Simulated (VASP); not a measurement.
# Nb2B (Fm-3m) in VASP: further runs

The runs below take Nb2B through single point, relaxation of cell and atoms, with PBE.

Everything below comes from runs of VASP 6.6.1. Logs are shortened: lines on timing, memory, paths and dates and some standing lists are left out, and cuts for length are marked.

### Step 1. The cell of the first run

The structure is cubic, space group Fm-3m (No. 225). Conventional cell: a = 5.445 Å, b = 5.445 Å, c = 5.445 Å, α = 90.00°, β = 90.00°, γ = 90.00°. Within 3.1 Å of Nb (site symmetry -43m) lie 4 B at 2.36 Å and 6 Nb at 2.72 Å. B (site symmetry m-3m) has 8 Nb at 2.36 Å within 3.1 Å.

### Step 2. Single point, PBE

INCAR

```
SYSTEM = Nb2B
PREC = Accurate
ENCUT = 520
EDIFF = 1E-6
ISMEAR = 0
SIGMA = 0.1
LREAL = .False.
LASPH = .True.
NELM = 80
ALGO = Normal
ISIF = 2
LWAVE = .False.
LCHARG = .False.
GGA = PE
NBANDS = 22
```

KPOINTS

```
regular mesh
0
Gamma
  6 6 6
  0 0 0
```

POSCAR

```
Nb2B
1.0
    0.0000000000      2.7225541100      2.7225541100
    2.7225541100      0.0000000000      2.7225541100
    2.7225541100      2.7225541100      0.0000000000
Nb B
2 1
Direct
    0.2500000000      0.2500000000      0.2500000000
    0.7500000000      0.7500000000      0.7500000000
    0.5000000000      0.5000000000      0.5000000000
```

Potentials or basis: VASP PAW PBE potentials, release 64 (Nb_sv, B).

Started as:

```console
cat potpaw_PBE.64/Nb_sv/POTCAR potpaw_PBE.64/B/POTCAR > POTCAR
mpirun -np 1 vasp_std > vasp.out
```

OUTCAR:

```text
SYSTEM = Nb2B
   PREC = Accurate
   ENCUT = 520
   EDIFF = 1E-6
   ISMEAR = 0
   LREAL = .False.
   LASPH = .True.
   NELM = 80
   ISIF = 2
   GGA = PE

 ion  position               nearest neighbor table
   1  0.250  0.250  0.250-   3 2.36   3 2.36   3 2.36   3 2.36   2 2.72   2 2.72   2 2.72   2 2.72
                             2 2.72   2 2.72
   2  0.750  0.750  0.750-   3 2.36   3 2.36   3 2.36   3 2.36   1 2.72   1 2.72   1 2.72   1 2.72
                             1 2.72   1 2.72
   3  0.500  0.500  0.500-   1 2.36   1 2.36   1 2.36   1 2.36   2 2.36   2 2.36   2 2.36   2 2.36

  LATTYP: Found a face centered cubic cell.
 ALAT       =     5.4451082200

  Lattice vectors:

 A1 = (   0.0000000000,   2.7225541100,   2.7225541100)
 A2 = (   2.7225541100,   0.0000000000,   2.7225541100)
 A3 = (   2.7225541100,   2.7225541100,   0.0000000000)

Analysis of symmetry for initial positions (statically):
=====================================================================
 Subroutine PRICEL returns:
 Original cell was already a primitive cell.

 Routine SETGRP: Setting up the symmetry group for a
 face centered cubic supercell.

 Subroutine GETGRP returns: Found 48 space group operations
[... 9 lines left out ...]

 Routine SETGRP: Setting up the symmetry group for a
 face centered cubic supercell.

 Subroutine GETGRP returns: Found 48 space group operations
[... 11 lines left out ...]
                                     Primitive cell

  volume of cell :      40.3608

  direct lattice vectors                    reciprocal lattice vectors
     0.000000000  2.722554110  2.722554110    -0.183651079  0.183651079  0.183651079
     2.722554110  0.000000000  2.722554110     0.183651079 -0.183651079  0.183651079
     2.722554110  2.722554110  0.000000000     0.183651079  0.183651079 -0.183651079

  length of vectors
     3.850272947  3.850272947  3.850272947     0.318093000  0.318093000  0.318093000

  position of ions in fractional coordinates (direct lattice)
     0.250000000  0.250000000  0.250000000
     0.750000000  0.750000000  0.750000000
     0.500000000  0.500000000  0.500000000

  ion indices of the primitive-cell ions
   primitive index   ion index
                 1           1
                 2           2
                 3           3

----------------------------------------------------------------------------------------

 KPOINTS: regular mesh

Automatic generation of k-mesh.
 Grid dimensions read from file:
 generate k-points for:    6    6    6

 Generating k-lattice:

  Cartesian coordinates                     Fractional coordinates (reciprocal lattice)
    -0.030608513  0.030608513  0.030608513     0.166666667  0.000000000  0.000000000
     0.030608513 -0.030608513  0.030608513     0.000000000  0.166666667  0.000000000
     0.030608513  0.030608513 -0.030608513     0.000000000  0.000000000  0.166666667

  Length of vectors
     0.053015500  0.053015500  0.053015500

  Shift w.r.t. Gamma in fractional coordinates (k-lattice)
     0.000000000  0.000000000  0.000000000

 Subroutine IBZKPT returns following result:
 ===========================================

 Found     16 irreducible k-points:

 Following reciprocal coordinates:
            Coordinates               Weight
  0.000000  0.000000  0.000000      1.000000
  0.166667  0.000000  0.000000      8.000000
  0.333333  0.000000  0.000000      8.000000
  0.500000  0.000000  0.000000      4.000000
  0.166667  0.166667  0.000000      6.000000
  0.333333  0.166667  0.000000     24.000000
[... 8 lines left out ...]
 -0.333333  0.333333  0.166667     24.000000
 -0.333333  0.500000  0.166667     12.000000
   k-points           NKPTS =     16   k-points in BZ     NKDIM =     16   number of bands    NBANDS=     22
   number of dos      NEDOS =    301   number of ions     NIONS =      3
   total plane-waves  NPLWV =  27000
   dimension x,y,z NGX =    30 NGY =   30 NGZ =   30
   dimension x,y,z NGXF=    60 NGYF=   60 NGZF=   60
   ions per type =               2   1
   NGX,Y,Z   is equivalent  to a cutoff of  12.95, 12.95, 12.95 a.u.
   NGXF,Y,Z  is equivalent  to a cutoff of  25.91, 25.91, 25.91 a.u.
 SYSTEM =  Nb2B
   PREC   = accura    normal or accurate (medium, high low for compatibility)
   ISTART =      0    job   : 0-new  1-cont  2-samecut
   ICHARG =      2    charge: 1-file 2-atom 10-const
   ISPIN  =      1    spin polarized calculation?
   LNONCOLLINEAR =      F non collinear calculations
   LSORBIT =      F    spin-orbit coupling
   LASPH  =      T    aspherical Exc in radial PAW
   ENCUT  =  520.0 eV  38.22 Ry    6.18 a.u.   7.16  7.16  7.16*2*pi/ulx,y,z
   NELM   =     80;   NELMIN=  2; NELMDL= -5     # of ELM steps
   EDIFF  = 0.1E-05   stopping-criterion for ELM
   LREAL  =      F    real-space projection
[... 7 lines left out ...]
   TEBEG  =    0.0;   TEEND  =   0.0 temperature during run
   PSTRESS=    0.0 pullay stress
   NELECT =      29.0000    total number of electrons
   NUPDOWN=      -1.0000    fix difference up-down
   EMIN   =  10.00;   EMAX   =-10.00  energy-range for DOS
   EFERMI =   0.00;   METHOD = LEGACY
   ISMEAR =     0;   SIGMA  =   0.10  broadening in eV -4-tet -1-fermi 0-gaus
   EFERMI_NEDOS =   21; number of points for ismear=-14 and -15
   IALGO  =     38    algorithm
   IMIX   =      4    mixing-type and parameters
     AMIX     =   0.40;   BMIX     =  1.00
     AMIX_MAG =   1.60;   BMIX_MAG =  1.00
  volume/ion in A,a.u.               =      13.45        90.79
  Fermi-wavevector in a.u.,A,eV,Ry     =   1.466294  2.770893 29.252761  2.150017
  Thomas-Fermi vector in A             =   2.582048
   LORBIT       =      0    0 simple, 1 ext, 2 COOP (PROOUT), +10 PAW based schemes
   GGA     = PE    functional components
   LHFCALC =     F    Hartree Fock is set to
   AEXX    =    0.0000 exact exchange contribution
   IVDW    =     0    specifies the selected vdW correction
   LEPSILON=     F    determine dielectric tensor
   LRPA    =     F    only Hartree local field effects (RPA)
 non-spin polarized calculation
 Gauss-broadening in eV      SIGMA  =   0.10
  energy-cutoff  :      520.00
  volume of cell :       40.36
 maximum number of plane-waves:      1106
 NGX is ok and might be reduce to    30
   NGX = 15   NGY = 15   NGZ = 15

 number of electron      29.0000001 magnetization

 Free energy of the ion-electron system (eV)
  ---------------------------------------------------
  ext. energy  EPLUGINS =         0.00000000
  ---------------------------------------------------
  free energy    TOTEN  =       -27.13820400 eV

  energy without entropy =      -27.12138367  energy(sigma->0) =      -27.12979384

 E-fermi :  11.6705     XC(G=0): -12.6642

 val. band max:       11.6671559590   @ k =   0.5000   0.3333   0.1667
 cond. band min:      11.7694814303   @ k =   0.5000   0.1667   0.0000
 fundamental gap:      0.1023254713
 Fermi energy:        11.6705423839

 k-point     1 :       0.0000    0.0000    0.0000
  band No.  band energies     occupation
      1     -43.1895      2.00000
      2     -42.6386      2.00000
      3     -19.5689      2.00000
      4     -19.5689      2.00000
      5     -19.5689      2.00000
      6     -18.5290      2.00000
[... 14 lines left out ...]
     21      18.9114      0.00000
     22      18.9114      0.00000

 k-point     2 :       0.1667    0.0000    0.0000
  band No.  band energies     occupation
      1     -43.1520      2.00000
      2     -42.6748      2.00000
      3     -19.5274      2.00000
      4     -19.5103      2.00000
      5     -19.5103      2.00000
      6     -18.6328      2.00000
[... 14 lines left out ...]
     21      19.0221      0.00000
     22      19.3016      0.00000

 k-point     3 :       0.3333    0.0000    0.0000
  band No.  band energies     occupation
      1     -43.0499      2.00000
      2     -42.7743      2.00000
      3     -19.3965      2.00000
      4     -19.3428      2.00000
      5     -19.3428      2.00000
      6     -18.8860      2.00000
[... 14 lines left out ...]
     21      18.2692      0.00000
     22      19.9262      0.00000

 k-point     4 :       0.5000    0.0000    0.0000
  band No.  band energies     occupation
      1     -42.9115      2.00000
      2     -42.9113      2.00000
      3     -19.1901      2.00000
      4     -19.1526      2.00000
      5     -19.1060      2.00000
      6     -19.1060      2.00000
[... 14 lines left out ...]
     21      20.2146      0.00000
     22      20.2149      0.00000

 k-point     5 :       0.1667    0.1667    0.0000
  band No.  band energies     occupation
      1     -43.1425      2.00000
      2     -42.6833      2.00000
      3     -19.6258      2.00000
      4     -19.6258      2.00000
      5     -19.2556      2.00000
      6     -18.9315      2.00000
[... 14 lines left out ...]
     21      18.8327      0.00000
     22      19.3593      0.00000

 k-point     6 :       0.3333    0.1667    0.0000
  band No.  band energies     occupation
      1     -43.0704      2.00000
      2     -42.7522      2.00000
      3     -19.6185      2.00000
      4     -19.6060      2.00000
      5     -19.2888      2.00000
      6     -18.9562      2.00000
[... 14 lines left out ...]
     21      17.5832      0.00000
     22      18.3828      0.00000

 k-point     7 :       0.5000    0.1667    0.0000
  band No.  band energies     occupation
      1     -42.9561      2.00000
      2     -42.8642      2.00000
      3     -19.5768      2.00000
      4     -19.4819      2.00000
      5     -19.4459      2.00000
      6     -18.7783      2.00000
[... 124 lines left out ...]
      6     -18.7345      2.00000
[... 14 lines left out ...]
     21      17.9887      0.00000
     22      18.7519      0.00000

 k-point    13 :       0.5000    0.5000    0.0000
  band No.  band energies     occupation
      1     -42.9982      2.00000
      2     -42.8146      2.00000
      3     -20.0337      2.00000
      4     -19.7917      2.00000
      5     -19.7917      2.00000
      6     -18.3800      2.00000
[... 14 lines left out ...]
     21      18.0041      0.00000
     22      18.6417      0.00000

 k-point    14 :       0.5000    0.3333    0.1667
  band No.  band energies     occupation
      1     -43.0013      2.00000
      2     -42.8175      2.00000
      3     -19.7984      2.00000
      4     -19.6267      2.00000
      5     -19.4096      2.00000
      6     -18.7992      2.00000
[... 14 lines left out ...]
     21      17.6853      0.00000
     22      19.0406      0.00000

 k-point    15 :      -0.3333    0.3333    0.1667
  band No.  band energies     occupation
      1     -42.9084      2.00000
      2     -42.9084      2.00000
      3     -19.8225      2.00000
      4     -19.7959      2.00000
      5     -19.1161      2.00000
      6     -19.1155      2.00000
[... 14 lines left out ...]
     21      18.3828      0.00000
     22      18.4478      0.00000

 k-point    16 :      -0.3333    0.5000    0.1667
  band No.  band energies     occupation
      1     -42.9531      2.00000
      2     -42.8612      2.00000
      3     -19.9755      2.00000
      4     -19.8523      2.00000
      5     -19.4592      2.00000
      6     -18.7552      2.00000
[... 14 lines left out ...]
     21      18.1981      0.00000
     22      18.2869      0.00000

------------------------ aborting loop because EDIFF is reached ----------------------------------------

  FORCE on cell =-STRESS in cart. coord.  units (eV):
  Direction    XX          YY          ZZ          XY          YZ          ZX
  --------------------------------------------------------------------------------------
  -------------------------------------------------------------------------------------
  Total        5.8543209      5.8543209      5.8543209     -0.0000000     -0.0000000      0.0000000
  in kB      232.3954127    232.3954127    232.3954127     -0.0000000     -0.0000000      0.0000000
  external PRESSURE =     232.3954127 kB  Pullay stress =       0.0000000 kB

 VOLUME and BASIS-vectors are now :
 -----------------------------------------------------------------------------
  energy-cutoff  :      520.00
  volume of cell :       40.36
      direct lattice vectors                 reciprocal lattice vectors
     0.000000000  2.722554110  2.722554110    -0.183651079  0.183651079  0.183651079
     2.722554110  0.000000000  2.722554110     0.183651079 -0.183651079  0.183651079
     2.722554110  2.722554110  0.000000000     0.183651079  0.183651079 -0.183651079

 POSITION                                       TOTAL-FORCE (eV/Angst)
 -----------------------------------------------------------------------------------
      1.36128      1.36128      1.36128        -0.000000     -0.000000     -0.000000
      4.08383      4.08383      4.08383        -0.000000      0.000000      0.000000
      2.72255      2.72255      2.72255         0.000000      0.000000      0.000000
 -----------------------------------------------------------------------------------
    total drift:                               -0.000000      0.000000      0.000000

  FREE ENERGIE OF THE ION-ELECTRON SYSTEM (eV)
  ---------------------------------------------------
  free  energy   TOTEN  =       -27.1382040033 eV

  energy  without entropy=      -27.1213836695  energy(sigma->0) =      -27.12979384
```

Wall time 13 s (1 thread of Intel Xeon Platinum 8488C (Sapphire Rapids), shared host); peak memory 0.16 GiB.

What came out:

```yaml
Free_energy: -27.1382 eV
Pressure: 23.2 GPa
```

(Continued in part 2 of 3.)
